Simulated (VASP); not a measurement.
# SnSe (Fm-3m) in VASP: notebook, part 2 of 2

VASP 6.6.1.

## (6) Single point, HSE06

POSCAR reads:

```
SnSe
1.0
    0.0000000000      2.9848894981      2.9848894981
    2.9848894981      0.0000000000      2.9848894981
    2.9848894981      2.9848894981      0.0000000000
Sn Se
1 1
Direct
    0.0000000000      0.0000000000      0.0000000000
    0.5000000000      0.5000000000      0.5000000000
```

INCAR.step1 reads:

```
SYSTEM = SnSe
  PREC = Accurate
  ENCUT = 520
  EDIFF = 1E-5
  ISMEAR = 0
  SIGMA = 0.01
  LREAL = .False.
  LASPH = .True.
  NELM = 100
  ALGO = Normal
  ISIF = 2
  LWAVE = .True.
  LCHARG = .False.
  GGA = PE
  NBANDS = 17
```

INCAR.step2 reads:

```
SYSTEM = SnSe
  PREC = Accurate
  ENCUT = 520
  EDIFF = 1E-6
  ISMEAR = 0
  SIGMA = 0.01
  LREAL = .False.
  LASPH = .True.
  NELM = 100
  ALGO = Normal
  ISIF = 2
  LWAVE = .False.
  LCHARG = .False.
  GGA = PE
  LHFCALC = .True.
  HFSCREEN = 0.2079
  PRECFOCK = Normal
  ISTART = 1
  NBANDS = 17
```

KPOINTS reads:

```
regular mesh
0
Gamma
  4 4 4
  0 0 0
```

Potentials or basis: VASP PAW PBE potentials, release 64 (Sn_d, Se).

Command:

```bash
$ cat potpaw_PBE.64/Sn_d/POTCAR potpaw_PBE.64/Se/POTCAR > POTCAR
$ cp INCAR.step1 INCAR
$ mpirun -np 1 vasp_std > vasp.out
$ cp INCAR.step2 INCAR
$ mpirun -np 1 vasp_std > vasp.out
```

OUTCAR:

```text
SYSTEM = SnSe
   PREC = Accurate
   ENCUT = 520
   EDIFF = 1E-6
   ISMEAR = 0
   LREAL = .False.
   LASPH = .True.
   NELM = 100
   ISIF = 2
   GGA = PE
   LHFCALC = .True.
   HFSCREEN = 0.2079
   PRECFOCK = Normal
   ISTART = 1

 ion  position               nearest neighbor table
   1  0.000  0.000  0.000-   2 2.98   2 2.98   2 2.98   2 2.98   2 2.98   2 2.98
   2  0.500  0.500  0.500-   1 2.98   1 2.98   1 2.98   1 2.98   1 2.98   1 2.98

  LATTYP: Found a face centered cubic cell.
[... 341 lines left out ...]

  FORCE on cell =-STRESS in cart. coord.  units (eV):
  Direction    XX          YY          ZZ          XY          YZ          ZX
  --------------------------------------------------------------------------------------
  -------------------------------------------------------------------------------------
  Total       -0.2076562     -0.2076562     -0.2076562     -0.0000000     -0.0000000      0.0000000
  in kB       -6.2551936     -6.2551936     -6.2551936     -0.0000000     -0.0000000      0.0000000
  external PRESSURE =      -6.2551936 kB  Pullay stress =       0.0000000 kB

 VOLUME and BASIS-vectors are now :
 -----------------------------------------------------------------------------
  energy-cutoff  :      520.00
  volume of cell :       53.19
      direct lattice vectors                 reciprocal lattice vectors
     0.000000000  2.984889498  2.984889498    -0.167510389  0.167510389  0.167510389
     2.984889498  0.000000000  2.984889498     0.167510389 -0.167510389  0.167510389
     2.984889498  2.984889498  0.000000000     0.167510389  0.167510389 -0.167510389

 POSITION                                       TOTAL-FORCE (eV/Angst)
 -----------------------------------------------------------------------------------
      0.00000      0.00000      0.00000        -0.000000     -0.000000     -0.000000
      2.98489      2.98489      2.98489         0.000000      0.000000      0.000000
 -----------------------------------------------------------------------------------
    total drift:                               -0.000000     -0.000002     -0.000001

  FREE ENERGIE OF THE ION-ELECTRON SYSTEM (eV)
  ---------------------------------------------------
  free  energy   TOTEN  =        -9.7985608972 eV

  energy  without entropy=       -9.7985608972  energy(sigma->0) =       -9.79856090
```

OUTCAR.step1:

```text
SYSTEM = SnSe
   PREC = Accurate
   ENCUT = 520
   EDIFF = 1E-5
   ISMEAR = 0
   LREAL = .False.
   LASPH = .True.
[... 362 lines left out ...]
      0.00000      0.00000      0.00000        -0.000000      0.000000     -0.000000
      2.98489      2.98489      2.98489         0.000000     -0.000000      0.000000
 -----------------------------------------------------------------------------------
    total drift:                                0.000000     -0.000000     -0.000000

  FREE ENERGIE OF THE ION-ELECTRON SYSTEM (eV)
  ---------------------------------------------------
  free  energy   TOTEN  =        -8.2639008581 eV

  energy  without entropy=       -8.2639008581  energy(sigma->0) =       -8.26390086
```

OSZICAR.step1:

```text
N       E                     dE             d eps       ncg     rms          rms(c)
DAV:   1     0.138117182230E+03    0.13812E+03   -0.97608E+03   280   0.145E+03
DAV:   2     0.544761696497E+01   -0.13267E+03   -0.12862E+03   280   0.372E+02
DAV:   3    -0.802121728972E+01   -0.13469E+02   -0.13403E+02   338   0.957E+01
DAV:   4    -0.840388713175E+01   -0.38267E+00   -0.38242E+00   347   0.167E+01
DAV:   5    -0.841314908129E+01   -0.92619E-02   -0.92614E-02   374   0.259E+00    0.344E+00
DAV:   6    -0.826528518873E+01    0.14786E+00   -0.36050E-01   375   0.374E+00    0.212E+00
DAV:   7    -0.826300930334E+01    0.22759E-02   -0.71742E-02   342   0.126E+00    0.935E-01
DAV:   8    -0.826394285951E+01   -0.93356E-03   -0.71153E-03   342   0.735E-01    0.782E-02
DAV:   9    -0.826387358505E+01    0.69274E-04   -0.11053E-03   381   0.271E-01    0.449E-02
DAV:  10    -0.826389769269E+01   -0.24108E-04   -0.11857E-04   357   0.665E-02    0.109E-02
DAV:  11    -0.826390085808E+01   -0.31654E-05   -0.98362E-06   258   0.265E-02
   1 F= -.82639009E+01 E0= -.82639009E+01  d E =-.379204E-19
```

Run time: 3.2 min. Hardware: 1 thread of Intel Xeon 6975P-C (Granite Rapids), shared host; peak memory 0.29 GiB.

What came out:

| Quantity | Value |
| --- | --- |
| Free energy | -9.7986 eV |
| Pressure | -0.6 GPa |
| Band gap on the k mesh | 0.61 eV, direct |

Caveat: the k points lie up to 0.46 Å⁻¹ apart; the PAW data sets were made with another functional, which shifts forces and pressure a little; spin-orbit coupling is left out, which moves the levels of the heavy elements.

## (7) Overview

```tsv
level	potentials or basis	grid for exact exchange (PRECFOCK)	screening parameter	gap on the mesh (eV)	pressure (GPa)
LDA	VASP PAW LDA potentials, release 64 (Sn_d, Se)	-	-	0.71	-3.5
PBE	VASP PAW PBE potentials, release 64 (Sn_d, Se)	-	-	0.68	0.9
r2SCAN	VASP PAW PBE potentials, release 64 (Sn_d, Se)	-	-	0.57	-0.2
HSE06	VASP PAW PBE potentials, release 64 (Sn_d, Se)	Normal	0.2079 1/Å	0.61	-0.6
```

Alike in all rows: task single point; no spin polarisation; cell as given; k mesh 4 × 4 × 4; cutoff (eV) 520; smearing gaussian 0.01 eV.

Caveats: all runs use coarse meshes; spin-orbit coupling is left out, which moves the levels of the heavy elements; the PAW data sets were made with another functional, which shifts forces and pressure a little (some runs).

Absolute energies hang on the potentials; compare differences alone.
